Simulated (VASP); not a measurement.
# C5N in VASP: notebook, part 3 of 3

VASP 6.6.1.

### Step 5. Single point, PBE+D3(BJ)

INCAR reads:

```
ALGO = Normal ; DIPOL = 0.5 0.5 0.319
EDIFF = 1E-6 ; ENCUT = 520
GGA = PE ; IDIPOL = 3
ISIF = 2 ; ISMEAR = 0
IVDW = 12 ; LASPH = T
LCHARG = F ; LDIPOL = T
LREAL = F ; LWAVE = F
NBANDS = 37 ; NELM = 100
PREC = Accurate ; SIGMA = 0.05
```

KPOINTS reads:

```
k-points
0
Gamma
  8 7 1
```

POSCAR reads:

```
C5N
1.0
    3.6473242087      0.0000000000      0.0000000000
   -1.6658829526      3.9310150920      0.0000000000
    0.0000000000      0.0000000000     23.1309581756
C N
10 2
Direct
    0.5001799340      0.3333933113      0.1729284178
    0.4998200660      0.6666066887      0.1729284178
    0.5001799340      0.8333933113      0.2262110668
    0.4998200660      0.1666066887      0.2262110668
    0.5000212336      0.3353169660      0.2794744906
    0.4999787664      0.6646830340      0.2794744906
    0.5001286265      0.8366480411      0.3329734377
    0.4998713735      0.1633519589      0.3329734377
    0.4997623706      0.3544335280      0.3817809063
    0.5002376294      0.6455664720      0.3817809063
    0.9997623706      0.8544335280      0.4985075883
    0.9997623706      0.8544335280      0.5460629032
```

Potentials or basis: VASP PAW PBE potentials, release 64 (C, N).

Command:

```bash
$ cat potpaw_PBE.64/C/POTCAR potpaw_PBE.64/N/POTCAR > POTCAR
$ mpirun -np 1 vasp_std > vasp.out
```

OUTCAR:

```text
EDIFF = 1E-6
   ENCUT = 520
   GGA = PE
   ISIF = 2
   ISMEAR = 0
   IVDW = 12
   LASPH = T
   LREAL = F
   NELM = 100
   PREC = Accurate
 IVDW          = 12

 ion  position               nearest neighbor table
   1  0.500  0.333  0.173-   2 1.42   4 1.42
   2  0.500  0.667  0.173-   1 1.42   3 1.42
   3  0.500  0.833  0.226-   4 1.42   2 1.42   6 1.43
   4  0.500  0.167  0.226-   3 1.42   1 1.42   5 1.43
   5  0.500  0.335  0.279-   6 1.41   4 1.43   8 1.44
   6  0.500  0.665  0.279-   5 1.41   3 1.43   7 1.44
   7  0.500  0.837  0.333-  10 1.39   8 1.40   6 1.44
   8  0.500  0.163  0.333-   9 1.39   7 1.40   5 1.44
   9  0.500  0.354  0.382-  10 1.24   8 1.39
  10  0.500  0.646  0.382-   9 1.24   7 1.39
  11  1.000  0.854  0.499-  12 1.10
  12  1.000  0.854  0.546-  11 1.10

  LATTYP: Found a simple monoclinic cell.
 ALAT       =     3.6473242087
 B/A-ratio  =     6.3418980195
 C/A-ratio  =     1.1705654048
 COS(beta)  =    -0.3901884683

  Lattice vectors:

 A1 = (   3.6473242087,   0.0000000000,   0.0000000000)
 A2 = (   0.0000000000,   0.0000000000, -23.1309581756)
 A3 = (  -1.6658829526,   3.9310150920,   0.0000000000)

Analysis of symmetry for initial positions (statically):
=====================================================================
 Subroutine PRICEL returns:
 Original cell was already a primitive cell.

 Routine SETGRP: Setting up the symmetry group for a
 simple monoclinic supercell.

 Subroutine GETGRP returns: Found  1 space group operations
 (whereof  1 operations were pure point group operations)
 out of a pool of  4 trial point group operations.

The static configuration has the point symmetry C_1 .

Analysis of symmetry for dynamics (positions and initial velocities):
=====================================================================
 Subroutine PRICEL returns:
 Original cell was already a primitive cell.

 Routine SETGRP: Setting up the symmetry group for a
 simple monoclinic supercell.

 Subroutine GETGRP returns: Found  1 space group operations
 (whereof  1 operations were pure point group operations)
 out of a pool of  4 trial point group operations.

The dynamic configuration has the point symmetry C_1 .

 Subroutine INISYM returns: Found  1 space group operations
 (whereof  1 operations are pure point group operations),
 and found     1 'primitive' translations

----------------------------------------------------------------------------------------

                                     Primitive cell

  volume of cell :     331.6444

  direct lattice vectors                    reciprocal lattice vectors
     3.647324209  0.000000000  0.000000000     0.274173598  0.116189104  0.000000000
    -1.665882953  3.931015092  0.000000000     0.000000000  0.254387220  0.000000000
     0.000000000  0.000000000 23.130958176     0.000000000  0.000000000  0.043232104

  length of vectors
     3.647324209  4.269431539 23.130958176     0.297776879  0.254387220  0.043232104

  position of ions in fractional coordinates (direct lattice)
     0.500179934  0.333393311  0.172928418
[... 85 lines left out ...]
   ions per type =              10   2
   NGX,Y,Z   is equivalent  to a cutoff of  12.76, 12.46, 12.94 a.u.
   NGXF,Y,Z  is equivalent  to a cutoff of  25.52, 24.92, 25.87 a.u.
 SYSTEM =  unknown system
   PREC   = accura    normal or accurate (medium, high low for compatibility)
   ISTART =      0    job   : 0-new  1-cont  2-samecut
   ICHARG =      2    charge: 1-file 2-atom 10-const
   ISPIN  =      1    spin polarized calculation?
   LNONCOLLINEAR =      F non collinear calculations
   LSORBIT =      F    spin-orbit coupling
   LASPH  =      T    aspherical Exc in radial PAW
   ENCUT  =  520.0 eV  38.22 Ry    6.18 a.u.   6.78  7.94 43.01*2*pi/ulx,y,z
   NELM   =    100;   NELMIN=  2; NELMDL= -5     # of ELM steps
   EDIFF  = 0.1E-05   stopping-criterion for ELM
   LREAL  =      F    real-space projection
   EDIFFG = 0.1E-04   stopping-criterion for IOM
   NSW    =      0    number of steps for IOM
   IBRION =     -1    ionic relax: 0-MD 1-quasi-New 2-CG
   NFREE  =      0    steps in history (QN), initial steepest desc. (CG)
   ISIF   =      2    stress and relaxation
   ISYM   =      2    0-nonsym 1-usesym 2-fastsym
   POTIM  = 0.5000    time-step for ionic-motion
   TEBEG  =    0.0;   TEEND  =   0.0 temperature during run
   PSTRESS=    0.0 pullay stress
   NELECT =      50.0000    total number of electrons
   NUPDOWN=      -1.0000    fix difference up-down
   EMIN   =  10.00;   EMAX   =-10.00  energy-range for DOS
   EFERMI =   0.00;   METHOD = LEGACY
   ISMEAR =     0;   SIGMA  =   0.05  broadening in eV -4-tet -1-fermi 0-gaus
   EFERMI_NEDOS =   21; number of points for ismear=-14 and -15
   IALGO  =     38    algorithm
   IMIX   =      4    mixing-type and parameters
     AMIX     =   0.40;   BMIX     =  1.00
     AMIX_MAG =   1.60;   BMIX_MAG =  1.00
  volume/ion in A,a.u.               =      27.64       186.50
  Fermi-wavevector in a.u.,A,eV,Ry     =   0.871312  1.646542 10.329345  0.759185
  Thomas-Fermi vector in A             =   1.990402
   LORBIT       =      0    0 simple, 1 ext, 2 COOP (PROOUT), +10 PAW based schemes
   GGA     = PE    functional components
   LHFCALC =     F    Hartree Fock is set to
   AEXX    =    0.0000 exact exchange contribution
   IVDW    =    12    specifies the selected vdW correction
   LEPSILON=     F    determine dielectric tensor
   LRPA    =     F    only Hartree local field effects (RPA)
 non-spin polarized calculation
 Gauss-broadening in eV      SIGMA  =   0.05
  energy-cutoff  :      520.00
  volume of cell :      331.64
 maximum number of plane-waves:      8966
   NGX = 13   NGY = 15   NGZ = 87

 dipolmoment           0.000000      0.000000      0.021815 electrons x Angstroem

 number of electron      49.9999997 magnetization

 dipolmoment           0.000000      0.000000     -0.076129 electrons x Angstroem

 Free energy of the ion-electron system (eV)
  ---------------------------------------------------
  ext. energy  EPLUGINS =         0.00000000
  ---------------------------------------------------
  free energy    TOTEN  =       -99.11847509 eV

  energy without entropy =      -99.11519461  energy(sigma->0) =      -99.11683485

 E-fermi :  -2.7962     XC(G=0):  -4.3698

 val. band max:       -2.8127939101   @ k =   0.3750   0.4286   0.0000
 cond. band min:      -2.7920097740   @ k =  -0.1250   0.4286   0.0000
 fundamental gap:      0.0207841361
 Fermi energy:        -2.7961766760

 k-point     1 :       0.0000    0.0000    0.0000
  band No.  band energies     occupation
      1     -25.9932      2.00000
      2     -21.5171      2.00000
      3     -19.6699      2.00000
      4     -16.9631      2.00000
      5     -16.0978      2.00000
      6     -15.4967      2.00000
[... 949 lines left out ...]
     36       5.3136      0.00000
     37       5.4514      0.00000

 [... further k-points ...]

------------------------ aborting loop because EDIFF is reached ----------------------------------------

 vacuum level on the upper side and lower side of the slab       (xc-potential included)        -0.575         0.327

 Edisp (eV)   -1.30285

 E8    (eV) :    -0.3796

  FORCE on cell =-STRESS in cart. coord.  units (eV):
  Direction    XX          YY          ZZ          XY          YZ          ZX
  --------------------------------------------------------------------------------------
  -------------------------------------------------------------------------------------
  Total       0.09083    -1.45236    -0.19892     0.67569     0.10466     0.10215
  in kB       0.43881    -7.01639    -0.96099     3.26424     0.50560     0.49348
  external pressure =       -2.51 kB  Pullay stress =        0.00 kB

 VOLUME and BASIS-vectors are now :
 -----------------------------------------------------------------------------
  energy-cutoff  :      520.00
  volume of cell :      331.64
      direct lattice vectors                 reciprocal lattice vectors
     3.647324209  0.000000000  0.000000000     0.274173598  0.116189104  0.000000000
    -1.665882953  3.931015092  0.000000000     0.000000000  0.254387220  0.000000000
     0.000000000  0.000000000 23.130958176     0.000000000  0.000000000  0.043232104

 POSITION                                       TOTAL-FORCE (eV/Angst)
 -----------------------------------------------------------------------------------
      1.26892      1.31057      4.00000        -2.623624      6.132374      1.133408
      0.71252      2.62044      4.00000         2.623130     -6.133439      1.134544
      0.43598      3.27608      5.23248        -0.163871      0.381945     -1.174151
      1.54546      0.65493      5.23248         0.165088     -0.378025     -1.174000
      1.26514      1.31814      6.46451         0.008434     -0.008978     -0.000028
      0.71630      2.61288      6.46451        -0.002509      0.001357      0.003707
      0.43037      3.28888      7.70199        -0.004230      0.030373      0.033718
      1.55107      0.64214      7.70199        -0.011535     -0.015098      0.013045
      1.23235      1.39328      8.83096         0.024229     -0.062127      0.017682
      0.74909      2.53773      8.83096        -0.056931      0.004578     -0.044212
      2.22307      3.35879     11.53096         0.053028      0.059823     -2.099232
      2.22307      3.35879     12.63096        -0.011209     -0.012784      2.155517
 -----------------------------------------------------------------------------------
    total drift:                               -0.000007      0.000019     -0.000075

  FREE ENERGIE OF THE ION-ELECTRON SYSTEM (eV)
  ---------------------------------------------------
  free  energy   TOTEN  =      -100.4213286484 eV

  energy  without entropy=     -100.4180481695  energy(sigma->0) =     -100.41968841

 vacuum level on the upper side and lower side of the slab         2.672         3.614
```

It took 5.5 min on 1 thread of Intel Xeon 6975P-C (Granite Rapids), shared host; peak memory 0.55 GiB.

What came out:

* Free energy: -100.4213 eV
* Largest force: 6.767 eV/Å
* Band gap on the k mesh: zero (bands 25 and 26 overlap by 0.73 eV)
* Dispersion energy per atom: -0.109 eV

Forces in eV/Å, atoms in the order of the input:
```
C   -2.624  6.132  1.133
C    2.623 -6.133  1.135
C   -0.164  0.382 -1.174
C    0.165 -0.378 -1.174
C    0.008 -0.009  0.000
C   -0.003  0.001  0.004
C   -0.004  0.030  0.034
C   -0.012 -0.015  0.013
C    0.024 -0.062  0.018
C   -0.057  0.005 -0.044
N    0.053  0.060 -2.099
N   -0.011 -0.013  2.156
```

Caveat: the standard files for N, O and F lose accuracy on very short bonds.

### Step 6. Summary

```csv
cell,gap on the mesh (eV),largest force (eV/Å)
"as given, atomic positions A",none,6.78
"as given, atomic positions B",none,6.78
"as given, atomic positions C",none,6.78
"as given, atomic positions D",none,6.77
```

Alike in all rows: task single point; level PBE+D3(BJ); potentials or basis VASP PAW PBE potentials, release 64 (C, N); no spin polarisation; k mesh 8 × 7 × 1; cutoff (eV) 520; smearing gaussian 0.05 eV.

Caveats: the standard files for N, O and F lose accuracy on very short bonds.

Total energies depend on the potentials used, so only differences within one code and one set of settings carry meaning.

The gap in the log of VASP goes by the Fermi energy; the results here count the filled bands.